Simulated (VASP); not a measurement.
Input of a VASP 6.6.1 run:

INCAR

```
ALGO = Normal
EDIFF = 1E-8
ENCUT = 520
GGA = PE
GGA_COMPAT = False
ISIF = 2
ISMEAR = -1
ISYM = 0
LASPH = True
LCHARG = False
LEFG = True
LREAL = False
LWAVE = False
NBANDS = 44
NELM = 120
PREC = Accurate
SIGMA = 0.02
```

Contents of KPOINTS:

```
k-points
0
Gamma
  4 4 3
```

Contents of POSCAR:

```
SiO2
1.0
    4.9329000000      0.0000000000      0.0000000000
    0.0000000000      4.9329000000      0.0000000000
    0.0000000000      0.0000000000      6.4645000000
Si O
4 8
Direct
    0.8168964574      0.8168964574      0.5000000000
    0.6831035426      0.3168964574      0.2500000000
    0.1831035426      0.1831035426      0.0000000000
    0.3168964574      0.6831035426      0.7500000000
    0.2692598391      0.3636642059      0.7999873828
    0.1363357941      0.7692598391      0.5499873828
    0.7307401609      0.6363357941      0.2999873828
    0.8636642059      0.2307401609      0.0499873828
    0.7692598391      0.1363357941      0.4500126172
    0.6363357941      0.7307401609      0.7000126172
    0.2307401609      0.8636642059      0.9500126172
    0.3636642059      0.2692598391      0.2000126172
```

Potentials or basis: VASP PAW PBE potentials, release 64 (Si, O).

Launch:

```console
$ cat potpaw_PBE.64/Si/POTCAR potpaw_PBE.64/O/POTCAR > POTCAR
$ mpirun -np 1 vasp_std > vasp.out
```

**Question.** Predict the band gap on the k mesh.

**Answer.** 5.66 eV.

**Question.** What does it give for the largest force?

**Answer.** 0.028 eV/Å.

**Question.** Estimate the pressure.

**Answer.** 2.9 GPa.

Electric field gradients, principal values (V/Å²):
| atom | least | middle | greatest (by size) |
| --- | --- | --- | --- |
| 1 Si | -2.745 | -3.173 | 5.919 |
| 2 Si | -2.745 | -3.173 | 5.919 |
| 3 Si | -2.745 | -3.173 | 5.919 |
| 4 Si | -2.745 | -3.173 | 5.919 |
| 5 O | -28.854 | -58.135 | 86.988 |
| 6 O | -28.854 | -58.135 | 86.988 |
| 7 O | -28.854 | -58.135 | 86.988 |
| 8 O | -28.854 | -58.135 | 86.988 |
| 9 O | -28.854 | -58.135 | 86.988 |
| 10 O | -28.854 | -58.135 | 86.988 |
| 11 O | -28.854 | -58.135 | 86.988 |
| 12 O | -28.854 | -58.135 | 86.988 |

Caveat: without QUAD_EFG the Cq values of the log hold for a quadrupole moment of 1 mb, not for the nuclei.
